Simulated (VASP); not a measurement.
# SiC (P3m1) in VASP: notebook

Runs on SiC. Level: LDA. Tasks: single point.

All numbers are computed with VASP 6.6.1; they aren't measurements. Logs are shortened: lines on timing, memory, paths and dates and some standing lists are left out, and cuts for length are marked.

### Step 1. The cell of the first run

The structure is trigonal, space group P3m1 (No. 156). The conventional cell has a = 3.076 Å, b = 3.076 Å, c = 9.796 Å, α = 90.00°, β = 90.00°, γ = 120.00°. Within 2.5 Å of Si (site symmetry 3m) lie 4 C at 1.87 to 1.94 Å. Within 2.5 Å of Si (site symmetry 3m) lie 4 C at 1.87 to 1.94 Å. Within 2.2 Å of Si (site symmetry 3m) lie 4 C at 1.64 to 1.87 Å. Si (site symmetry 3m) has 4 C at 1.87 to 1.94 Å within 2.5 Å. C (site symmetry 3m) has 4 Si at 1.87 to 1.94 Å within 2.5 Å. C (site symmetry 3m) has 4 Si at 1.87 to 1.94 Å within 2.5 Å. C (site symmetry 3m) has 4 Si at 1.64 to 1.87 Å within 2.2 Å. Within 2.5 Å of C (site symmetry 3m) lie 4 Si at 1.87 to 1.94 Å.

### Step 2. Single point, LDA (the distance across one plane changed)

File INCAR:

```
ALGO     = Normal         # electronic algorithm
EDIFF    = 1E-7           # SCF threshold, eV
ENCUT    = 520            # plane-wave cutoff, eV
GGA      = CA             # functional
ISIF     = 2              # what is computed and relaxed
ISMEAR   = 0              # smearing method
LASPH    = T              # aspherical terms in the spheres
LCHARG   = F              # write CHGCAR
LREAL    = F              # projectors in reciprocal space
LWAVE    = F              # write WAVECAR
NBANDS   = 26             # bands
NELM     = 100            # most SCF steps
PREC     = Accurate       # precision mode
SIGMA    = 0.05           # smearing width, eV
```

File KPOINTS:

```
k-points
0
Gamma
  10 10 3
```

File POSCAR:

```
SiC
1.0
   -3.0759982064      0.0000000000      0.0000000000
   -1.5379991032     -2.6638925888      0.0000000000
    0.0000000000      0.0000000000      9.7960000000
Si C
4 4
Direct
    0.3333333333      0.3333333333      0.6737709269
    0.3333333333      0.3333333333      0.1584585545
    0.6666666667      0.6666666667      0.9314271131
    0.6666666667      0.6666666667      0.4161147407
    0.3333333333      0.3333333333      0.8721661903
    0.3333333333      0.3333333333      0.3568538179
    0.6666666667      0.6666666667      0.0991976317
    0.6666666667      0.6666666667      0.6145100041
```

Potentials or basis: VASP PAW LDA potentials, release 64 (Si, C).

Command:

```sh
$ cat potpaw_LDA.64/Si/POTCAR potpaw_LDA.64/C/POTCAR > POTCAR
$ mpirun -np 1 vasp_std > vasp.out
```

OUTCAR:

```text
EDIFF = 1E-7
   ENCUT = 520
   GGA = CA
   ISIF = 2
   ISMEAR = 0
   LASPH = T
   LREAL = F
   NELM = 100
   PREC = Accurate

 ion  position               nearest neighbor table
   1  0.333  0.333  0.674-   8 1.87   8 1.87   8 1.87   5 1.94   4 3.09   3 3.09   4 3.09   3 3.09
                             4 3.09   3 3.09
   2  0.333  0.333  0.158-   7 1.87   7 1.87   7 1.87   6 1.94   3 2.85   3 2.85   3 2.85   4 3.09
                             4 3.09   4 3.09
   3  0.667  0.667  0.931-   7 1.64   5 1.87   5 1.87   5 1.87   2 2.85   2 2.85   2 2.85   1 3.09
                             1 3.09   1 3.09
   4  0.667  0.667  0.416-   6 1.87   6 1.87   6 1.87   8 1.94   1 3.09   2 3.09   1 3.09   2 3.09
                             1 3.09   2 3.09
   5  0.333  0.333  0.872-   3 1.87   3 1.87   3 1.87   1 1.94
   6  0.333  0.333  0.357-   4 1.87   4 1.87   4 1.87   2 1.94
   7  0.667  0.667  0.099-   3 1.64   2 1.87   2 1.87   2 1.87
   8  0.667  0.667  0.615-   1 1.87   1 1.87   1 1.87   4 1.94

  LATTYP: Found a hexagonal cell.
 ALAT       =     3.0759982065
 C/A-ratio  =     3.1846572535

  Lattice vectors:

 A1 = (   1.5379991032,   2.6638925888,   0.0000000000)
 A2 = (  -3.0759982064,   0.0000000000,   0.0000000000)
 A3 = (   0.0000000000,   0.0000000000,   9.7960000000)

Analysis of symmetry for initial positions (statically):
=====================================================================
 Subroutine PRICEL returns:
 Original cell was already a primitive cell.

 Routine SETGRP: Setting up the symmetry group for a
 hexagonal supercell.

 Subroutine GETGRP returns: Found  6 space group operations
 (whereof  6 operations were pure point group operations)
 out of a pool of 24 trial point group operations.

The static configuration has the point symmetry C_3v.

Analysis of symmetry for dynamics (positions and initial velocities):
=====================================================================
 Subroutine PRICEL returns:
 Original cell was already a primitive cell.

 Routine SETGRP: Setting up the symmetry group for a
 hexagonal supercell.

 Subroutine GETGRP returns: Found  6 space group operations
 (whereof  6 operations were pure point group operations)
 out of a pool of 24 trial point group operations.

The dynamic configuration has the point symmetry C_3v.

[... 112 lines left out ...]
   EDIFFG = 0.1E-05   stopping-criterion for IOM
   NSW    =      0    number of steps for IOM
   IBRION =     -1    ionic relax: 0-MD 1-quasi-New 2-CG
   NFREE  =      0    steps in history (QN), initial steepest desc. (CG)
   ISIF   =      2    stress and relaxation
   ISYM   =      2    0-nonsym 1-usesym 2-fastsym
   POTIM  = 0.5000    time-step for ionic-motion
   TEBEG  =    0.0;   TEEND  =   0.0 temperature during run
   PSTRESS=    0.0 pullay stress
   NELECT =      32.0000    total number of electrons
   NUPDOWN=      -1.0000    fix difference up-down
   EMIN   =  10.00;   EMAX   =-10.00  energy-range for DOS
   EFERMI =   0.00;   METHOD = LEGACY
   ISMEAR =     0;   SIGMA  =   0.05  broadening in eV -4-tet -1-fermi 0-gaus
   EFERMI_NEDOS =   21; number of points for ismear=-14 and -15
   IALGO  =     38    algorithm
   IMIX   =      4    mixing-type and parameters
     AMIX     =   0.40;   BMIX     =  1.00
     AMIX_MAG =   1.60;   BMIX_MAG =  1.00
  volume/ion in A,a.u.               =      10.03        67.71
  Fermi-wavevector in a.u.,A,eV,Ry     =   1.204872  2.276878 19.751808  1.451717
  Thomas-Fermi vector in A             =   2.340585
   LORBIT       =      0    0 simple, 1 ext, 2 COOP (PROOUT), +10 PAW based schemes
   GGA     = CA    functional components
   LHFCALC =     F    Hartree Fock is set to
   AEXX    =    0.0000 exact exchange contribution
   IVDW    =     0    specifies the selected vdW correction
   LEPSILON=     F    determine dielectric tensor
   LRPA    =     F    only Hartree local field effects (RPA)
 non-spin polarized calculation
 Gauss-broadening in eV      SIGMA  =   0.05
  energy-cutoff  :      520.00
  volume of cell :       80.27
 maximum number of plane-waves:      2173
   NGX = 11   NGY = 11   NGZ = 37

 number of electron      31.9999999 magnetization

 Free energy of the ion-electron system (eV)
  ---------------------------------------------------
  ext. energy  EPLUGINS =         0.00000000
  ---------------------------------------------------
  free energy    TOTEN  =       -65.66600266 eV

  energy without entropy =      -65.66600266  energy(sigma->0) =      -65.66600266

 E-fermi :   8.8763     XC(G=0): -11.6698

 val. band max:        8.6600182270   @ k =   0.0000   0.0000   0.0000
 cond. band min:      10.8762908886   @ k =   0.5000  -0.0000   0.0000
 fundamental gap:      2.2162726616
 Fermi energy:         8.8763351262

 k-point     1 :       0.0000    0.0000    0.0000
  band No.  band energies     occupation
      1      -7.4728      2.00000
      2      -6.0676      2.00000
      3      -5.5644      2.00000
      4      -3.1476      2.00000
      5      -0.1961      2.00000
      6       4.1576      2.00000
[... 685 lines left out ...]
     25      17.0848      0.00000
     26      17.5210      0.00000

 [... further k-points ...]

------------------------ aborting loop because EDIFF is reached ----------------------------------------

  FORCE on cell =-STRESS in cart. coord.  units (eV):
  Direction    XX          YY          ZZ          XY          YZ          ZX
  --------------------------------------------------------------------------------------
  -------------------------------------------------------------------------------------
  Total       -0.7629737     -0.7629737     10.7038952      0.0000000      0.0000000      0.0000000
  in kB      -15.2289018    -15.2289018    213.6490017      0.0000000      0.0000000      0.0000000
  external PRESSURE =      61.0637327 kB  Pullay stress =       0.0000000 kB

 VOLUME and BASIS-vectors are now :
 -----------------------------------------------------------------------------
  energy-cutoff  :      520.00
  volume of cell :       80.27
      direct lattice vectors                 reciprocal lattice vectors
    -3.075998206  0.000000000  0.000000000    -0.325097719  0.187695255  0.000000000
    -1.537999103 -2.663892589  0.000000000     0.000000000 -0.375390511  0.000000000
     0.000000000  0.000000000  9.796000000     0.000000000  0.000000000  0.102082483

 POSITION                                       TOTAL-FORCE (eV/Angst)
 -----------------------------------------------------------------------------------
     -1.53800     -0.88796      6.60026        -0.000000     -0.000000      0.984567
     -1.53800     -0.88796      1.55226        -0.000000      0.000000      1.842679
     -3.07600     -1.77593      9.12426        -0.000000      0.000000     -6.468532
     -3.07600     -1.77593      4.07626         0.000000      0.000000      1.016442
     -1.53800     -0.88796      8.54374        -0.000000     -0.000000     -1.592452
     -1.53800     -0.88796      3.49574         0.000000      0.000000     -1.014883
     -3.07600     -1.77593      0.97174         0.000000      0.000000      6.220045
     -3.07600     -1.77593      6.01974         0.000000     -0.000000     -0.987866
 -----------------------------------------------------------------------------------
    total drift:                                0.000000      0.000000      0.000184

  FREE ENERGIE OF THE ION-ELECTRON SYSTEM (eV)
  ---------------------------------------------------
  free  energy   TOTEN  =       -65.6660026633 eV

  energy  without entropy=      -65.6660026633  energy(sigma->0) =      -65.66600266
```

Wall time 82 s (1 thread of Intel Xeon 8259CL, shared host); peak memory 0.19 GiB.

What came out:

| Item | Value |
| --- | --- |
| Free energy | -65.6660 eV |
| Pressure | 6.1 GPa |
| Largest force | 6.469 eV/Å |
| Band gap on the k mesh | 2.22 eV (least direct gap 3.45 eV) |

Forces in eV/Å, atoms in the order of the input:
```
Si   0.000  0.000  0.985
Si   0.000  0.000  1.843
Si   0.000  0.000 -6.469
Si   0.000  0.000  1.016
C    0.000  0.000 -1.592
C    0.000  0.000 -1.015
C    0.000  0.000  6.220
C    0.000  0.000 -0.988
```

Stress tensor (GPa, compression positive):
```
-1.52  0.00  0.00
 0.00 -1.52  0.00
 0.00  0.00 21.36
```

Levels at points of the mesh, in eV from the valence-band top:
```
           k point  band 12  band 13  band 14  band 15  band 16  band 17  band 18  band 19  band 20  band 21
(0.00, 0.00, 0.00)    -0.75    -0.75    -0.08    -0.08     0.00     4.24     5.44     5.85     6.12     6.12
(0.50, 0.00, 0.00)    -2.89    -2.46    -2.41    -1.97    -1.24     2.22     3.23     3.31     4.28     5.09
```

Caveat: the cell differs from its parent crystal (the distance across one plane changed); the stress differs along the axes, from -2 to 21 GPa; forces of over 1 eV/Å act on the atoms, so gaps and moduli don't describe the material at rest. A k mesh can miss the band edges.

### Step 3. Single point, LDA (the distance across one plane changed)

File INCAR:

```
SYSTEM = SiC
PREC     = Accurate       ! precision mode
ENCUT    = 520            ! plane-wave cutoff, eV
EDIFF    = 1E-7           ! SCF threshold, eV
ISMEAR   = 0              ! smearing method
SIGMA    = 0.05           ! smearing width, eV
LREAL    = .False.        ! projectors in reciprocal space
LASPH    = .True.         ! aspherical terms in the spheres
NELM     = 80             ! most SCF steps
ALGO     = Normal         ! electronic algorithm
ISIF     = 2              ! what is computed and relaxed
LWAVE    = .False.        ! write WAVECAR
LCHARG   = .True.         ! write CHGCAR
LELF     = .True.         ! ELF
LVHAR    = .True.       
NBANDS   = 26             ! bands
```

File KPOINTS:

```
Automatic mesh
0
Gamma
  10 10 3
  0 0 0
```

File POSCAR:

```
SiC
1.0
   -3.0759982064      0.0000000000      0.0000000000
   -1.5379991032     -2.6638925888      0.0000000000
    0.0000000000      0.0000000000     16.0960000000
Si C
4 4
Direct
    0.3333333333      0.3333333333      0.4100559145
    0.3333333333      0.3333333333      0.0964376243
    0.6666666667      0.6666666667      0.5668650596
    0.6666666667      0.6666666667      0.2532467694
    0.3333333333      0.3333333333      0.5307989563
    0.3333333333      0.3333333333      0.2171806660
    0.6666666667      0.6666666667      0.0603715209
    0.6666666667      0.6666666667      0.3739898111
```

Potentials or basis: VASP PAW LDA potentials, release 64 (Si, C).

Command:

```sh
$ cat potpaw_LDA.64/Si/POTCAR potpaw_LDA.64/C/POTCAR > POTCAR
$ mpirun -np 1 vasp_std > vasp.out
```

Run time: 5.3 min. Hardware: 1 thread of Intel Xeon 8259CL, shared host; peak memory 0.25 GiB.

It converged, with:

```
Free energy            : -62.1151 eV
Pressure               : -2.2 GPa
Largest force          : 2.208 eV/Å
Band gap on the k mesh : zero (bands 16 and 17 overlap by 0.23 eV)
```

Forces in eV/Å, atoms in the order of the input:
```
Si   0.000  0.000 -0.144
Si   0.000  0.000 -2.201
Si   0.000  0.000 -0.434
Si   0.000  0.000 -0.197
C    0.000  0.000  0.437
C    0.000  0.000  0.419
C    0.000  0.000  2.208
C    0.000  0.000 -0.089
```

Stress tensor (GPa, compression positive):
```
-1.83  0.00  0.00
 0.00 -1.83  0.00
 0.00  0.00 -2.96
```

Levels at points of the mesh, in eV from the Fermi level:
```csv
k point,band 12,band 13,band 14,band 15,band 16,band 17,band 18,band 19,band 20,band 21
"(0.00, 0.00, 0.00)",-1.31,-1.31,-0.63,0.06,0.06,0.25,3.88,4.79,4.94,5.54
"(0.50, 0.00, 0.00)",-3.61,-3.15,-2.84,-1.47,-0.28,-0.18,1.81,2.53,3.18,3.60
```

Caveat: the cell differs from its parent crystal (the distance across one plane changed); semilocal functionals underestimate gaps, and a narrow one can read as zero; forces of over 1 eV/Å act on the atoms, so gaps and moduli don't describe the material at rest.

The gap in the log of VASP goes by the Fermi energy; the results here count the filled bands.